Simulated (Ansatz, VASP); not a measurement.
**One calculation of ZnO, two programs**

Contents of INCAR:

```
SYSTEM = ZnO
  ALGO = Normal
  EDIFF = 1E-6
  ENCUT = 1340
  GGA = PE
  GGA_COMPAT = .False.
  ISIF = 2
  ISMEAR = 0
  LASPH = .True.
  LCHARG = .False.
  LREAL = .False.
  LWAVE = .False.
  NBANDS = 26
  NELM = 120
  PREC = Accurate
  SIGMA = 0.1
```

KPOINTS

```
k-points
0
Gamma
  6 6 4
  0 0 0
```

File POSCAR:

```
ZnO
1.0
    3.2373510200      0.0000000000      0.0000000000
   -1.6186755100      2.8036282300      0.0000000000
    0.0000000000      0.0000000000      5.2220613000
Zn O
2 2
Direct
    0.6666666700      0.3333333300      0.5005917000
    0.3333333300      0.6666666700      0.0005917000
    0.6666666700      0.3333333300      0.8797183000
    0.3333333300      0.6666666700      0.3797183000
```

Input for Ansatz:

```yaml
crystal:
  lattice:
    - [3.23735102, 0.0, 0.0]
    - [-1.61867551, 2.80362823, 0.0]
    - [0.0, 0.0, 5.2220613]
  atoms:
    - { symbol: Zn, position: [0.66666667, 0.33333333, 0.5005917] }
    - { symbol: Zn, position: [0.33333333, 0.66666667, 0.0005917] }
    - { symbol: O, position: [0.66666667, 0.33333333, 0.8797183] }
    - { symbol: O, position: [0.33333333, 0.66666667, 0.3797183] }
basis:
  ecutwfc: 420
kpoints:
  mp_grid: { grid: [6, 6, 4] }
hamiltonian:
  xc: pbe
scf:
  occupations: { method: gaussian, width: 0.1 }
output:
  forces: true
  stress: true
  eigenvalues: true
```

Alike in both runs: task single point; functional PBE; k mesh 6 × 6 × 4; occupations gaussian, width 0.1 eV; no spin polarisation.

|  | VASP | Ansatz |
| --- | --- | --- |
| version | VASP 6.6.1 | Ansatz 0.2.0 |
| potentials or method | VASP PAW PBE potentials, release 64 (Zn, O_h), cutoff 1340 eV | scalar-relativistic, plane waves, PAW |
| valence electrons in the cell | 36 | 36 |

|  | VASP | Ansatz | Ansatz less VASP |
| --- | --- | --- | --- |
| gap on the k mesh at the Fermi level (eV) | 0.79 | 0.80 | +0.012 |
| least direct gap on the mesh (eV) | 0.79 | 0.80 | +0.012 |
| pressure (GPa) | 6.5 | 5.5 | -0.93 |
